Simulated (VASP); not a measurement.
Crystal: Cu2Ni3.

```xyz
5
Lattice="0.0000 1.9147 8.5277 1.7055 0.0000 8.5277 1.7055 1.9147 0.0000" Properties=species:S:1:pos:R:3 pbc="T T T"
Cu    1.7055    1.9147   13.6444
Cu    1.7055    1.9147    3.4111
Ni    0.0000    0.0000    0.0000
Ni    1.7055    1.9147    6.8222
Ni    1.7055    1.9147   10.2333
```

```yaml
Program: VASP 6.6.1
Task: relaxation of cell and atoms
Functional: PBE
Potentials_or_basis: VASP PAW PBE potentials, release 64 (Cu, Ni)
Cutoff: 600 eV
k_mesh: 6 × 6 × 6
Occupations: gaussian, width 0.1 eV
Spin: collinear spin, ferrimagnetic start
Starting_moments: "[0.0, 0.0, 2.0, 2.0, -2.0] μB"
```

At the start: pressure 2.8 GPa; volume 11.14 Å³/atom.

Question: How do energy, volume and symmetry change on relaxing?

Answer: Over 7 steps the energy falls by 44.9 meV/atom and the volume is 11.29 Å³/atom (+1.4 %); space group Fmmm (No. 69, to 0.1 Å) before, I4/mmm (No. 139, to 0.1 Å); moment 1.54 μB per cell.

The path:
```
step  energy change (eV)  largest force (eV/Å)  pressure (GPa)  volume (Å³)
   1              0.0000                0.4428            2.75        55.70
   2             -0.1427                0.3052           -2.51        57.21
   3             -0.1689                0.2353           -5.09        58.13
   4             -0.2165                0.0782            2.53        55.59
   5             -0.2217                0.0985            0.53        56.17
   6             -0.2238                0.0529            0.18        56.31
   7             -0.2245                0.0218           -0.18        56.45
```

Final structure:
```
CELL_PARAMETERS angstrom
0.00000 1.77595 8.88890
1.78804 0.00000 8.88890
1.78804 1.77595 0.00000
ATOMIC_POSITIONS crystal
Cu 0.80226 0.80226 0.19774
Cu 0.19774 0.19774 0.80226
Ni 0.00000 0.00000 0.00000
Ni 0.40386 0.40386 0.59614
Ni 0.59614 0.59614 0.40386
```

Caveat: the k points lie up to 0.42 Å⁻¹ apart in the final cell.
